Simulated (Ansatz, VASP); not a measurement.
**One calculation of GaB8, two programs**

Contents of INCAR:

```
PREC     = Accurate       # precision mode
ENCUT    = 600            # plane-wave cutoff, eV
EDIFF    = 1E-7           # SCF threshold, eV
ISMEAR   = 0              # smearing method
SIGMA    = 0.1            # smearing width, eV
LREAL    = False          # projectors in reciprocal space
LASPH    = True           # aspherical terms in the spheres
NELM     = 100            # most SCF steps
ALGO     = Normal         # electronic algorithm
ISIF     = 3              # what is computed and relaxed
LWAVE    = False          # write WAVECAR
LCHARG   = False          # write CHGCAR
GGA      = PE             # functional
IBRION   = 2              # ionic algorithm
NSW      = 90             # ionic steps
EDIFFG   = -0.04          # ionic threshold
```

The input KPOINTS:

```
Automatic mesh
0
Gamma
  4 4 6
```

The input POSCAR:

```
GaB8
1.0
    2.9751502491     -4.7143122765      0.0000000000
    2.9751502491      4.7143122765      0.0000000000
    0.0000000000      0.0000000000      3.4029477897
Ga B
1 8
Direct
    0.5000000000      0.5000000000      0.0000000000
    0.1409123472      0.1409123472      0.5000000000
    0.8590876528      0.8590876528      0.5000000000
    0.2678103343      0.7321896657      0.5000000000
    0.7321896657      0.2678103343      0.5000000000
    0.0785900572      0.4068342522      0.5000000000
    0.9214099428      0.5931657478      0.5000000000
    0.4068342522      0.0785900572      0.5000000000
    0.5931657478      0.9214099428      0.5000000000
```

Input for Ansatz:

```yaml
crystal:
  lattice:
    - [2.9751502491, -4.7143122765, 0.0]
    - [2.9751502491, 4.7143122765, 0.0]
    - [0.0, 0.0, 3.4029477897]
  atoms:
    - { symbol: Ga, position: [0.5, 0.5, 0.0] }
    - { symbol: B, position: [0.1409123472, 0.1409123472, 0.5] }
    - { symbol: B, position: [0.8590876528, 0.8590876528, 0.5] }
    - { symbol: B, position: [0.2678103343, 0.7321896657, 0.5] }
    - { symbol: B, position: [0.7321896657, 0.2678103343, 0.5] }
    - { symbol: B, position: [0.0785900572, 0.4068342522, 0.5] }
    - { symbol: B, position: [0.9214099428, 0.5931657478, 0.5] }
    - { symbol: B, position: [0.4068342522, 0.0785900572, 0.5] }
    - { symbol: B, position: [0.5931657478, 0.9214099428, 0.5] }
basis:
  ecutwfc: 420
kpoints:
  mp_grid: { grid: [4, 4, 6] }
hamiltonian:
  xc: pbe
scf:
  occupations: { method: gaussian, width: 0.1 }
  lower_state_search: "off"
output:
  forces: true
  stress: true
  eigenvalues: true
relax:
  adjacent_minimum: "off"
  f_tol: 0.04
  max_steps: 70
  cell: { stress_tol: 0.4 }
```

Alike in both runs: task relaxation of cell and atoms; functional PBE; k mesh 4 × 4 × 6; occupations gaussian, width 0.1 eV; no spin polarisation.

|  | VASP | Ansatz |
| --- | --- | --- |
| version | VASP 6.6.1 | Ansatz 0.2.0 |
| potentials or method | VASP PAW PBE potentials, release 64 (Ga_d, B), cutoff 600 eV | scalar-relativistic, plane waves, PAW |
| valence electrons in the cell | 37 | 37 |

VASP gave:

| Property | Result |
| --- | --- |
| gap on the k mesh at the Fermi level, each at its own relaxed structure (eV) | none |
| relaxed volume (Å³/atom) | 10.64 |
| relaxed cell length with the largest relative difference (Å) | 3.400 |

Problem. Which values does Ansatz return?

Solution. gap on the k mesh at the Fermi level, each at its own relaxed structure (eV): none; relaxed volume (Å³/atom): 10.61; relaxed cell length with the largest relative difference (Å): 3.393.

A gap of «none» marks a metal or a gap that the smearing closes.
